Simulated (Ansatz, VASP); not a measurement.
TaVN2: VASP beside Ansatz

POSCAR

```
TaVN2
1.0
    3.0086475282      0.0000000000      0.0000000000
    0.0000000000      3.0086475282      0.0000000000
    0.0000000000      0.0000000000      4.2379999906
Ta V N
1 1 2
Direct
    0.0000000000      0.0000000000      0.0000000000
    0.5000000000      0.5000000000      0.5000000000
    0.5000000000      0.5000000000      0.0000000000
    0.0000000000      0.0000000000      0.5000000000
```

INCAR.step1

```
ALGO = Normal
EDIFF = 1E-4
ENCUT = 520
GGA = PE
ISMEAR = -1
ISPIN = 2
LASPH = True
LCHARG = False
LMAXMIX = 4
LREAL = False
LWAVE = True
MAGMOM = 0 2 0 0
NBANDS = 29
NELM = 150
PREC = Accurate
SIGMA = 0.05
```

INCAR.step2

```
ALGO = Normal
EDIFF = 1E-6
ENCUT = 520
ISIF = 2
ISMEAR = -1
ISPIN = 2
ISTART = 1
LASPH = True
LCHARG = False
LMAXMIX = 4
LMIXTAU = True
LORBIT = 11
LREAL = False
LWAVE = False
MAGMOM = 0 2 0 0
METAGGA = R2SCAN
NBANDS = 29
NELM = 150
PREC = Accurate
SIGMA = 0.05
```

Contents of KPOINTS:

```
k-points
0
Gamma
  9 9 6
```

input.yaml

```yaml
crystal:
  lattice:
    - [3.0086475282, 0.0, 0.0]
    - [0.0, 3.0086475282, 0.0]
    - [0.0, 0.0, 4.2379999906]
  atoms:
    - { symbol: Ta, position: [0.0, 0.0, 0.0] }
    - { symbol: V, position: [0.5, 0.5, 0.5], spin: 2.0 }
    - { symbol: "N", position: [0.5, 0.5, 0.0] }
    - { symbol: "N", position: [0.0, 0.0, 0.5] }
hamiltonian:
  xc: r2scan
  pseudopotentials: { kind: paw }
magnetization:
  spin_polarized: true
kpoints:
  mp_grid: { grid: [9, 9, 6] }
scf:
  occupations: { method: fermi_dirac, width: 0.05 }
output:
  forces: true
  stress: true
  eigenvalues: true
```

Alike in both runs: task single point; functional r2SCAN; k mesh 9 × 9 × 6; occupations fermi-dirac, width 0.05 eV; collinear spin.

```csv
,VASP,Ansatz
version,VASP 6.6.1,Ansatz 0.2.0
potentials or method,"VASP PAW PBE potentials, release 64 (Ta_pv, V_sv, N)",Ansatz PAW
plane-wave cutoff (eV),520,500
valence electrons in the cell,34,36
```

```csv
,VASP,Ansatz,Ansatz less VASP
gap on the k mesh at the Fermi level (eV),none,none,-
pressure (GPa),15.3,13.5,-1.77
"traceless stress, the component that is largest in VASP (GPa)",0.55,0.28,-0.264
net moment per atom (μB),0.43,0.43,+0.003
size of the moment on the site where the two differ most (μB),1.67,1.44,-0.237
```

VASP's potentials were made for PBE, not for r2SCAN. Site moments also hang on the region over which each program counts them. A gap of «none» marks a metal or a gap that the smearing closes. VASP's potentials hold 34 valence electrons a cell and Ansatz's 36, so a difference there can come from the potentials and not from the codes.

Spin-orbit coupling is off throughout. Noted on Ansatz's run: the magnetic or orbital state may not be the lowest.
